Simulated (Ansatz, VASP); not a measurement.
# CaO in VASP and in Ansatz

```xyz
2
Lattice="2.3304 2.3304 0.0000 -2.3304 2.3304 0.0000 0.0000 2.3304 2.3656" Properties=species:S:1:pos:R:3 pbc="T T T"
Ca    0.0000    0.0000    0.0000
O     0.0000    2.3304    0.0000
```

Change from the starting cell: film at in-plane strain -0.01.

Alike in both runs: task single point; functional LDA; k mesh 8 × 8 × 8; no spin polarisation.

|  | VASP | Ansatz |
| --- | --- | --- |
| version | VASP 6.6.1 | Ansatz 0.2.0 |
| potentials or method | VASP PAW LDA potentials, release 64 (Ca_sv, O), cutoff 520 eV | all-electron LAPW, scalar-relativistic |
| occupations | gaussian, width 0.01 eV | fixed |

Ansatz gave:

```
gap on the k mesh at the Fermi level (eV)                     : 3.40
pressure (GPa)                                                : 2.1
traceless stress, the component that is largest in VASP (GPa) : -2.09
```

**Question.** Which values does VASP return?

**Answer.** gap on the k mesh at the Fermi level (eV): 3.37; pressure (GPa): 3.1; traceless stress, the component that is largest in VASP (GPa): -2.19.

LDA's correlation is that of Perdew and Zunger in VASP and of Perdew and Wang (1992) in Ansatz. Ansatz ran all-electron here, and VASP with PAW potentials.
